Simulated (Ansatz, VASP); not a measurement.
## One calculation of AlGa3Ru, two programs

```
CELL_PARAMETERS angstrom
4.79464 0.00000 0.00000
0.00000 4.79464 0.00000
0.00000 0.00000 4.84235
ATOMIC_POSITIONS crystal
Al 0.00000 0.00000 0.10549
Ga 0.50000 0.50000 0.94347
Ga 0.00000 0.50000 0.48404
Ga 0.50000 0.00000 0.48404
Ru 0.50000 0.50000 0.44296
```

Alike in both runs: functional PBE; k mesh 4 × 4 × 4; occupations gaussian, width 0.1 eV; no spin polarisation.

Ansatz relaxed the structure, and its values are those at the end. VASP's run is a single point on that final structure, the one shown.

|  | VASP | Ansatz |
| --- | --- | --- |
| version | VASP 6.6.1 | Ansatz 0.2.0 |
| potentials or method | VASP PAW PBE potentials, release 64 (Al, Ga_d, Ru_pv), cutoff 520 eV | scalar-relativistic, plane waves, PAW |
| valence electrons in the cell | 56 | 58 |

Ansatz gave:

- gap on the k mesh at the Fermi level (eV): none
- pressure (GPa): 0.0
- rms of the force components (eV/Å): 0.003

Q: Which values does VASP return?

A: gap on the k mesh at the Fermi level (eV): none; pressure (GPa): 0.2; rms of the force components (eV/Å): 0.003.

A gap of «none» marks a metal or a gap that the smearing closes. The functional is the same, so the differences come from potentials, cutoffs and numerics. VASP's potentials hold 56 valence electrons a cell and Ansatz's 58, so a difference there can come from the potentials and not from the codes.
